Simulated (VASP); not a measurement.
A run of VASP 6.6.1 is set up as follows.

File INCAR:

```
PREC = Accurate
ENCUT = 520
EDIFF = 1E-6
ISMEAR = 1
SIGMA = 0.02
LREAL = False
LASPH = True
NELM = 100
ALGO = Normal
ISIF = 2
LWAVE = False
LCHARG = True
GGA = PE
LELF = True
LVHAR = True
NBANDS = 10
```

Contents of KPOINTS:

```
regular mesh
0
Gamma
  4 4 4
```

Contents of POSCAR:

```
Os
1.0
    0.0000000000      1.9220413878      1.9220413878
    1.9220413878      0.0000000000      1.9220413878
    1.9220413878      1.9220413878      0.0000000000
Os
1
Direct
    0.4210000000      0.8890000000      0.3430000000
```

Potentials or basis: VASP PAW PBE potentials, release 64 (Os).

Run with:

```bash
$ cat potpaw_PBE.64/Os/POTCAR > POTCAR
$ mpirun -np 1 vasp_std > vasp.out
```

Question: Estimate the band gap on the k mesh.

Answer: Zero (band 4 reaches 11.46 eV, above the bottom of band 5 at 8.35 eV).

Question: Estimate the pressure.

Answer: 3.0 GPa.

Caveat: the k points lie up to 0.71 Å⁻¹ apart; spin-orbit coupling is left out, which moves the levels of the heavy elements.
